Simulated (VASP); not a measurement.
# Be (I4_1/amd) in VASP: further runs

Runs on Be. Level: PBEsol. Tasks: single point, relaxation of cell and atoms.

Program: VASP 6.6.1. These are calculated values, not measurements. Logs are shortened: lines on timing, memory, paths and dates and some standing lists are left out, and cuts for length are marked.

### Step 1. The cell of the first run

The structure is tetragonal, space group I4_1/amd (No. 141). The conventional cell has a = 4.198 Å, b = 4.198 Å, c = 2.109 Å, α = 90.00°, β = 90.00°, γ = 90.00°. Be (site symmetry -4m2) has 10 Be at 2.11 to 2.63 Å within 2.8 Å.

### Step 2. Single point, PBEsol

File INCAR:

```
PREC = Accurate ; ENCUT = 520
EDIFF = 1E-6 ; ISMEAR = 0
SIGMA = 0.1 ; LREAL = F
LASPH = T ; NELM = 100
ALGO = Fast ; ISIF = 2
LWAVE = F ; LCHARG = F
GGA = PS ; NBANDS = 9
```

File KPOINTS:

```
Automatic mesh
0
Gamma
  28 28 28
```

File POSCAR:

```
Be
1.0
   -2.0987935719      2.0987935719      1.0545876931
    2.0987935719     -2.0987935719      1.0545876931
    2.0987935719      2.0987935719     -1.0545876931
Be
2
Direct
    0.0000000000      0.0000000000      0.0000000000
    0.7500000000      0.2500000000      0.5000000000
```

Potentials or basis: VASP PAW PBE potentials, release 64 (Be).

On the command line:

```
$ cat potpaw_PBE.64/Be/POTCAR > POTCAR
$ mpirun -np 1 vasp_std > vasp.out
```

OUTCAR:

```text
PREC = Accurate
   ENCUT = 520
   EDIFF = 1E-6
   ISMEAR = 0
   LREAL = F
   LASPH = T
   NELM = 100
   ISIF = 2
   GGA = PS

 ion  position               nearest neighbor table
   1  0.000  0.000  0.000-   2 2.16   2 2.16   2 2.16   2 2.16
   2  0.750  0.250  0.500-   1 2.16   1 2.16   1 2.16   1 2.16

  LATTYP: Found a body centered tetragonal cell.
 ALAT       =     4.1975871438
 C/A-ratio  =     0.5024732814

  Lattice vectors:

 A1 = (  -2.0987935719,   2.0987935719,   1.0545876931)
 A2 = (   2.0987935719,  -2.0987935719,   1.0545876931)
 A3 = (   2.0987935719,   2.0987935719,  -1.0545876931)

Analysis of symmetry for initial positions (statically):
=====================================================================
 Subroutine PRICEL returns:
 Original cell was already a primitive cell.

 Routine SETGRP: Setting up the symmetry group for a
 body centered tetragonal supercell.

 Subroutine GETGRP returns: Found 16 space group operations
 (whereof  8 operations were pure point group operations)
 out of a pool of 16 trial point group operations.

The static configuration has the point symmetry D_2d.
 The point group associated with its full space group is D_4h.

Analysis of symmetry for dynamics (positions and initial velocities):
=====================================================================
 Subroutine PRICEL returns:
 Original cell was already a primitive cell.

 Routine SETGRP: Setting up the symmetry group for a
 body centered tetragonal supercell.

 Subroutine GETGRP returns: Found 16 space group operations
 (whereof  8 operations were pure point group operations)
 out of a pool of 16 trial point group operations.

The dynamic configuration has the point symmetry D_2d.
 The point group associated with its full space group is D_4h.

 Subroutine INISYM returns: Found 16 space group operations
 (whereof  8 operations are pure point group operations),
 and found     1 'primitive' translations

----------------------------------------------------------------------------------------

                                     Primitive cell

  volume of cell :      18.5816

  direct lattice vectors                    reciprocal lattice vectors
    -2.098793572  2.098793572  1.054587693     0.000000000  0.238232100  0.474118941
     2.098793572 -2.098793572  1.054587693     0.238232100  0.000000000  0.474118941
     2.098793572  2.098793572 -1.054587693     0.238232100  0.238232100  0.000000000

  length of vectors
     3.149924462  3.149924462  3.149924462     0.530606543  0.530606543  0.336911067

  position of ions in fractional coordinates (direct lattice)
     0.000000000  0.000000000  0.000000000
     0.750000000  0.250000000  0.500000000

  ion indices of the primitive-cell ions
   primitive index   ion index
                 1           1
                 2           2

----------------------------------------------------------------------------------------

 KPOINTS: Automatic mesh

Automatic generation of k-mesh.
 Grid dimensions read from file:
 generate k-points for:   28   28   28

 Generating k-lattice:

  Cartesian coordinates                     Fractional coordinates (reciprocal lattice)
     0.000000000  0.008508289  0.016932819     0.035714286  0.000000000 -0.000000000
     0.008508289  0.000000000  0.016932819     0.000000000  0.035714286 -0.000000000
     0.008508289  0.008508289  0.000000000     0.000000000  0.000000000  0.035714286

  Length of vectors
     0.018950234  0.018950234  0.012032538

  Shift w.r.t. Gamma in fractional coordinates (k-lattice)
     0.000000000  0.000000000  0.000000000

 Subroutine IBZKPT returns following result:
 ===========================================

 Found   1639 irreducible k-points:

 Following reciprocal coordinates:
            Coordinates               Weight
  0.000000  0.000000  0.000000      1.000000
  0.035714  0.000000  0.000000      8.000000
  0.071429  0.000000  0.000000      8.000000
  0.107143 -0.000000  0.000000      8.000000
  0.142857 -0.000000  0.000000      8.000000
  0.178571 -0.000000  0.000000      8.000000
[... 16 lines left out ...]
  0.285714  0.035714  0.000000     16.000000
  0.321429  0.035714  0.000000     16.000000
 [... further k-points ...]
   k-points           NKPTS =   1639   k-points in BZ     NKDIM =   1639   number of bands    NBANDS=      9
   number of dos      NEDOS =    301   number of ions     NIONS =      2
   total plane-waves  NPLWV =  13824
   dimension x,y,z NGX =    24 NGY =   24 NGZ =   24
   dimension x,y,z NGXF=    48 NGYF=   48 NGZF=   48
   ions per type =               2
   NGX,Y,Z   is equivalent  to a cutoff of  12.67, 12.67, 12.67 a.u.
   NGXF,Y,Z  is equivalent  to a cutoff of  25.33, 25.33, 25.33 a.u.
 SYSTEM =  unknown system
   PREC   = accura    normal or accurate (medium, high low for compatibility)
   ISTART =      0    job   : 0-new  1-cont  2-samecut
   ICHARG =      2    charge: 1-file 2-atom 10-const
   ISPIN  =      1    spin polarized calculation?
   LNONCOLLINEAR =      F non collinear calculations
   LSORBIT =      F    spin-orbit coupling
   LASPH  =      T    aspherical Exc in radial PAW
   ENCUT  =  520.0 eV  38.22 Ry    6.18 a.u.   5.86  5.86  5.86*2*pi/ulx,y,z
   NELM   =    100;   NELMIN=  2; NELMDL= -5     # of ELM steps
   EDIFF  = 0.1E-05   stopping-criterion for ELM
   LREAL  =      F    real-space projection
[... 7 lines left out ...]
   TEBEG  =    0.0;   TEEND  =   0.0 temperature during run
   PSTRESS=    0.0 pullay stress
   NELECT =       4.0000    total number of electrons
   NUPDOWN=      -1.0000    fix difference up-down
   EMIN   =  10.00;   EMAX   =-10.00  energy-range for DOS
   EFERMI =   0.00;   METHOD = LEGACY
   ISMEAR =     0;   SIGMA  =   0.10  broadening in eV -4-tet -1-fermi 0-gaus
   EFERMI_NEDOS =   21; number of points for ismear=-14 and -15
   IALGO  =     68    algorithm
   IMIX   =      4    mixing-type and parameters
     AMIX     =   0.40;   BMIX     =  1.00
     AMIX_MAG =   1.60;   BMIX_MAG =  1.00
  volume/ion in A,a.u.               =       9.29        62.70
  Fermi-wavevector in a.u.,A,eV,Ry     =   0.981147  1.854099 13.097643  0.962650
  Thomas-Fermi vector in A             =   2.112131
   LORBIT       =      0    0 simple, 1 ext, 2 COOP (PROOUT), +10 PAW based schemes
   GGA     = PS    functional components
   LHFCALC =     F    Hartree Fock is set to
   AEXX    =    0.0000 exact exchange contribution
   IVDW    =     0    specifies the selected vdW correction
   LEPSILON=     F    determine dielectric tensor
   LRPA    =     F    only Hartree local field effects (RPA)
 non-spin polarized calculation
 RMM-DIIS sequential band-by-band and
 Gauss-broadening in eV      SIGMA  =   0.10
  energy-cutoff  :      520.00
  volume of cell :       18.58
 maximum number of plane-waves:       510
   NGX = 11   NGY = 11   NGZ = 11

 number of electron       4.0000000 magnetization

 Free energy of the ion-electron system (eV)
  ---------------------------------------------------
  ext. energy  EPLUGINS =         0.00000000
  ---------------------------------------------------
  free energy    TOTEN  =        -6.52708082 eV

  energy without entropy =       -6.52434809  energy(sigma->0) =       -6.52571445

 E-fermi :   5.6220     XC(G=0): -10.0801

 val. band max:        5.6207406401   @ k =  -0.1786  -0.3214   0.0357
 cond. band min:       5.6263831107   @ k =  -0.1071   0.0714   0.0000
 fundamental gap:      0.0056424706
 Fermi energy:         5.6219880504

 k-point     1 :       0.0000    0.0000    0.0000
  band No.  band energies     occupation
      1      -4.6983      2.00000
      2       6.3797      0.00000
      3       6.3797      0.00000
      4      12.4008      0.00000
      5      13.6942      0.00000
      6      19.9653      0.00000
      7      19.9653      0.00000
      8      23.8324      0.00000
      9      24.0098      0.00000

 k-point     2 :       0.0357    0.0000    0.0000
  band No.  band energies     occupation
      1      -4.6574      2.00000
      2       6.3693      0.00000
      3       6.4054      0.00000
      4      12.5144      0.00000
      5      13.6662      0.00000
      6      19.8505      0.00000
      7      19.9900      0.00000
      8      23.5998      0.00000
      9      23.7962      0.00000

 k-point     3 :       0.0714    0.0000    0.0000
  band No.  band energies     occupation
      1      -4.5348      2.00000
      2       6.3450      0.00000
      3       6.4807      0.00000
      4      12.8480      0.00000
      5      13.5834      0.00000
      6      19.5336      0.00000
      7      20.0582      0.00000
      8      22.6317      0.00000
      9      23.6731      0.00000

 k-point     4 :       0.1071   -0.0000    0.0000
  band No.  band energies     occupation
      1      -4.3305      2.00000
      2       6.3244      0.00000
      3       6.5999      0.00000
      4      13.3822      0.00000
      5      13.4485      0.00000
      6      19.0680      0.00000
      7      20.1485      0.00000
      8      21.4377      0.00000
      9      23.4544      0.00000
[... 205 lines left out ...]
 k-point    22 :       0.2500    0.0357   -0.0000
  band No.  band energies     occupation
      1      -2.2137      2.00000
      2       6.9742      0.00000
      3       7.8464      0.00000
      4      11.4643      0.00000
      5      14.8402      0.00000
      6      16.9409      0.00000
      7      17.6175      0.00000
      8      18.7837      0.00000
      9      22.0516      0.00000

 k-point    23 :       0.2857    0.0357    0.0000
  band No.  band energies     occupation
      1      -1.5497      2.00000
      2       7.1857      0.00000
      3       7.9853      0.00000
      4      10.6838      0.00000
      5      14.0221      0.00000
      6      16.3753      0.00000
      7      17.3956      0.00000
      8      19.6352      0.00000
      9      21.8833      0.00000

 k-point    24 :       0.3214    0.0357    0.0000
  band No.  band energies     occupation
      1      -0.8166      2.00000
      2       7.2937      0.00000
      3       8.0987      0.00000
      4       9.8313      0.00000
      5      13.4478      0.00000
      6      15.3946      0.00000
      7      17.4223      0.00000
      8      20.9563      0.00000
      9      21.7117      0.00000

 [... further k-points ...]
[... 5 lines left out ...]
  --------------------------------------------------------------------------------------
  -------------------------------------------------------------------------------------
  Total        0.0228886      0.0228886      0.0432503      0.0000000      0.0000000      0.0000000
  in kB        1.9735511      1.9735511      3.7292197      0.0000000      0.0000000      0.0000000
  external PRESSURE =       2.5587739 kB  Pullay stress =       0.0000000 kB

 VOLUME and BASIS-vectors are now :
 -----------------------------------------------------------------------------
  energy-cutoff  :      520.00
  volume of cell :       18.58
      direct lattice vectors                 reciprocal lattice vectors
    -2.098793572  2.098793572  1.054587693     0.000000000  0.238232100  0.474118941
     2.098793572 -2.098793572  1.054587693     0.238232100  0.000000000  0.474118941
     2.098793572  2.098793572 -1.054587693     0.238232100  0.238232100  0.000000000

 POSITION                                       TOTAL-FORCE (eV/Angst)
 -----------------------------------------------------------------------------------
      0.00000      0.00000      0.00000        -0.000000      0.000000      0.000000
      0.00000      2.09879      0.52729         0.000000     -0.000000     -0.000000
 -----------------------------------------------------------------------------------
    total drift:                                0.000000      0.000000      0.000000

  FREE ENERGIE OF THE ION-ELECTRON SYSTEM (eV)
  ---------------------------------------------------
  free  energy   TOTEN  =        -6.5270808202 eV

  energy  without entropy=       -6.5243480860  energy(sigma->0) =       -6.52571445
```

It took 3.9 min on 1 thread of Intel Xeon 8259CL, shared host; peak memory 0.33 GiB.

Results:

* Free energy: -6.5271 eV
* Pressure: 0.3 GPa
* Band gap on the k mesh: zero (bands 2 and 3 overlap by 5.76 eV)

Stress tensor (GPa, compression positive):
```
0.20 0.00 0.00
0.00 0.20 0.00
0.00 0.00 0.37
```

Levels at points of the mesh, in eV from the Fermi level:
```csv
k point,band 1,band 2,band 3,band 4,band 5,band 6
"(0.00, 0.00, 0.00)",-10.32,0.76,0.76,6.78,8.07,14.34
"(0.50, 0.00, 0.00)",-3.58,-0.75,2.99,3.30,6.97,7.16
"(0.50, 0.50, 0.00)",-7.04,-7.04,4.81,4.81,9.99,9.99
"(0.50, 0.50, 0.50)",-5.08,-5.08,-1.67,-1.67,16.26,16.26
```

Caveat: the PAW data sets were made with another functional, which shifts forces and pressure a little.

### Step 3. Relaxation of cell and atoms, PBEsol

This run uses another cell than the first one, of 9.26 Å³/atom.

File INCAR:

```
SYSTEM = Be
PREC = Accurate
ENCUT = 600
EDIFF = 1E-7
ISMEAR = 0
SIGMA = 0.1
LREAL = .FALSE.
LASPH = .TRUE.
NELM = 100
ALGO = Fast
ISIF = 3
LWAVE = .FALSE.
LCHARG = .FALSE.
GGA = PS
IBRION = 2
NSW = 100
EDIFFG = -0.01
```

File KPOINTS:

```
Automatic mesh
0
G
  28 28 28
  0 0 0
```

File POSCAR:

```
Be
1.0
   -2.0941361483      2.0941361483      1.0560259459
    2.0941361483     -2.0941361483      1.0560259459
    2.0941361483      2.0941361483     -1.0560259459
Be
2
Direct
    0.0000000000      0.0000000000      0.0000000000
    0.7500000000      0.2500000000      0.5000000000
```

Potentials or basis: VASP PAW PBE potentials, release 64 (Be).

On the command line:

```
$ cat potpaw_PBE.64/Be/POTCAR > POTCAR
$ mpirun -np 1 vasp_std > vasp.out
```

Run time: 9 min. Hardware: 1 thread of Intel Xeon 8259CL, shared host; peak memory 0.35 GiB.

Results (log left out):

| Item | Value |
| --- | --- |
| Free energy | -6.5271 eV |
| Relaxed volume | 9.32 Å³/atom |
| Relaxed cell | a = 3.153 Å, b = 3.153 Å, c = 3.153 Å, α = 96.44°, β = 96.44°, γ = 140.88° |
| Space group after relaxing (to 0.1 Å) | I4_1/amd (No. 141) |
| Energy gained by relaxing | 0.1 meV/atom |
| Ionic steps | 3 |
| Pressure after relaxing | 0.0 GPa |
| Band gap on the k mesh | zero (bands 2 and 3 overlap by 5.75 eV) |

Step by step:
```csv
step,energy change (eV),largest force (eV/Å),pressure (GPa),volume (Å³)
1,0.0000,0.0000,0.42,18.52
2,-0.0002,0.0000,0.17,18.59
3,-0.0002,0.0000,-0.01,18.64
```

Final structure:
```yaml
crystal:
  lattice:
    - [-2.10088, 2.10088, 1.05567]
    - [2.10088, -2.10088, 1.05567]
    - [2.10088, 2.10088, -1.05567]
  atoms:
    - { symbol: Be, position: [0.00000, 0.00000, 0.00000] }
    - { symbol: Be, position: [0.75000, 0.25000, 0.50000] }
```

Levels at points of the mesh, in eV from the Fermi level:
| k point | band 1 | band 2 | band 3 | band 4 | band 5 | band 6 |
| --- | --- | --- | --- | --- | --- | --- |
| (0.00, 0.00, 0.00) | -10.30 | 0.76 | 0.76 | 6.77 | 8.04 | 14.31 |
| (0.50, 0.00, 0.00) | -3.57 | -0.75 | 2.98 | 3.29 | 6.96 | 7.15 |
| (0.50, 0.50, 0.00) | -7.02 | -7.02 | 4.80 | 4.80 | 9.97 | 9.97 |
| (0.50, 0.50, 0.50) | -5.07 | -5.07 | -1.68 | -1.68 | 16.22 | 16.22 |

Caveat: the PAW data sets were made with another functional, which shifts forces and pressure a little.
